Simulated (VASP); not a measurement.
Here is a VASP 6.6.1 calculation.

Contents of INCAR:

```
SYSTEM = Ti
PREC = Accurate ; ENCUT = 520
EDIFF = 1E-6 ; ISMEAR = 0
SIGMA = 0.1 ; LREAL = .FALSE.
LASPH = .TRUE. ; NELM = 100
ALGO = Normal ; ISIF = 2
LWAVE = .FALSE. ; LCHARG = .TRUE.
GGA = CA ; LELF = .TRUE.
LVHAR = .TRUE. ; NBANDS = 12
```

Contents of KPOINTS:

```
regular mesh
0
G
  18 18 18
  0 0 0
```

POSCAR

```
Ti
1.0
    0.0000000000      2.0005469925      2.0005469925
    2.0005469925      0.0000000000      2.0005469925
    2.0005469925      2.0005469925      0.0000000000
Ti
1
Direct
    0.0000000000      0.0000000000      0.0000000000
```

Potentials or basis: VASP PAW LDA potentials, release 64 (Ti_sv).

Command:

```console
$ cat potpaw_LDA.64/Ti_sv/POTCAR > POTCAR
$ mpirun -np 1 vasp_std > vasp.out
```

Question: What does it give for the band gap on the k mesh?

Answer: Zero (bands 6 and 7 overlap by 1.39 eV).

Question: What does it give for the pressure?

Answer: -0.2 GPa.
